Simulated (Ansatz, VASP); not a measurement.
# C in VASP and in Ansatz

Contents of POSCAR:

```
C
1.0
    2.1273203072     -1.2282824400      0.0000000000
    2.1273203072      1.2282824400      0.0000000000
   -1.3790696309      0.0000000000      3.5028300786
C
2
Direct
    0.1666444700      0.1666444700      0.9999069600
    0.8333555300      0.8333555300      0.0000930400
```

INCAR.step1

```
SYSTEM = C
PREC     = Accurate       ! precision mode
ENCUT    = 520            ! plane-wave cutoff, eV
EDIFF    = 1E-5           ! SCF threshold, eV
ISMEAR   = -1             ! smearing method
SIGMA    = 0.05           ! smearing width, eV
LREAL    = .FALSE.        ! projectors in reciprocal space
LASPH    = .TRUE.         ! aspherical terms in the spheres
NELM     = 60             ! most SCF steps
ALGO     = Normal         ! electronic algorithm
ISIF     = 2              ! what is computed and relaxed
LWAVE    = .TRUE.         ! write WAVECAR
NBANDS   = 11             ! bands
GGA      = PE             ! functional
```

File INCAR.step2:

```
SYSTEM = C
PREC     = Accurate       ! precision mode
ENCUT    = 520            ! plane-wave cutoff, eV
EDIFF    = 1E-6           ! SCF threshold, eV
ISMEAR   = -1             ! smearing method
SIGMA    = 0.05           ! smearing width, eV
LREAL    = .FALSE.        ! projectors in reciprocal space
LASPH    = .TRUE.         ! aspherical terms in the spheres
NELM     = 60             ! most SCF steps
ALGO     = Normal         ! electronic algorithm
ISIF     = 2              ! what is computed and relaxed
LWAVE    = .FALSE.        ! write WAVECAR
LCHARG   = .TRUE.         ! write CHGCAR
GGA      = PE             ! functional
LHFCALC  = .TRUE.         ! exact exchange
HFSCREEN = 0.2079         ! screening, 1/A
PRECFOCK = Normal       
LELF     = .TRUE.         ! ELF
LVHAR    = .TRUE.       
NBANDS   = 11             ! bands
ISTART   = 1
```

File KPOINTS:

```
Automatic mesh
0
G
  8 8 4
  0 0 0
```

Contents of input.yaml:

```yaml
crystal:
  lattice:
    - [2.1273203072, -1.22828244, 0.0]
    - [2.1273203072, 1.22828244, 0.0]
    - [-1.3790696309, 0.0, 3.5028300786]
  atoms:
    - { symbol: C, position: [0.16664447, 0.16664447, 0.99990696] }
    - { symbol: C, position: [0.83335553, 0.83335553, 9.304e-05] }
kpoints:
  mp_grid: { grid: [8, 8, 4] }
scf:
  occupations: { method: fermi_dirac, width: 0.05 }
hamiltonian:
  xc: hse06
  pseudopotentials: { kind: all_electron, datasets: crystal }
output:
  forces: true
  stress: true
```

Alike in both runs: task single point; functional HSE06; k mesh 8 × 8 × 4; occupations fermi-dirac, width 0.05 eV; no spin polarisation.

```csv
,VASP,Ansatz
version,VASP 6.6.1,Ansatz 0.2.0
potentials or method,"VASP PAW PBE potentials, release 64 (C), cutoff 520 eV",all-electron PAW datasets made for the crystal
```

VASP gave:

```
gap on the k mesh at the Fermi level (eV)                     : 2.07
least direct gap on the mesh (eV)                             : 2.07
pressure (GPa)                                                : -1.3
traceless stress, the component that is largest in VASP (GPa) : 2.84
rms of the force components (eV/Å)                            : 0.004
```

**Question.** What did Ansatz give for the same quantities?

**Answer.** gap on the k mesh at the Fermi level (eV): 2.07; least direct gap on the mesh (eV): 2.07; pressure (GPa): -1.9; traceless stress, the component that is largest in VASP (GPa): 3.54; rms of the force components (eV/Å): 0.004.

Atom by atom the forces differ by 0.000 eV/Å (rms over components). Ansatz ran all-electron here, and VASP with PAW potentials.

The k mesh is coarse, so the values compare programs but aren't converged.
